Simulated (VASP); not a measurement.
A run of VASP 6.6.1:

The input INCAR:

```
  ALGO = Normal
  EDIFF = 1E-7
  ENCUT = 520
  GGA = PS
  ISIF = 2
  ISMEAR = 0
  LASPH = True
  LCHARG = True
  LELF = True
  LREAL = False
  LVHAR = True
  LWAVE = False
  NBANDS = 16
  NELM = 80
  PREC = Accurate
  SIGMA = 0.15
```

Contents of KPOINTS:

```
k-points
0
Gamma
  18 18 12
```

Contents of POSCAR:

```
Ir
1.0
    2.7926485630      0.0000000000      0.0000000000
   -1.3963242815      2.4185045994      0.0000000000
    0.0000000000      0.0000000000      4.3284213000
Ir
2
Direct
    0.6666666667      0.3333333333      0.7500000000
    0.3333333333      0.6666666667      0.2500000000
```

Potentials or basis: VASP PAW PBE potentials, release 64 (Ir).

Launch:

```bash
$ cat potpaw_PBE.64/Ir/POTCAR > POTCAR
$ mpirun -np 1 vasp_std > vasp.out
```

Hardware: 1 thread of AMD EPYC 7R43 64-Core Processor (Zen 3) (shared host).

Estimate the wall time of this run.

Run time: 96 s on 1 thread of AMD EPYC 7R43 64-Core Processor (Zen 3), with other jobs on the host, peak memory 0.19 GiB. Counts: scf iterations 13, k points 259.
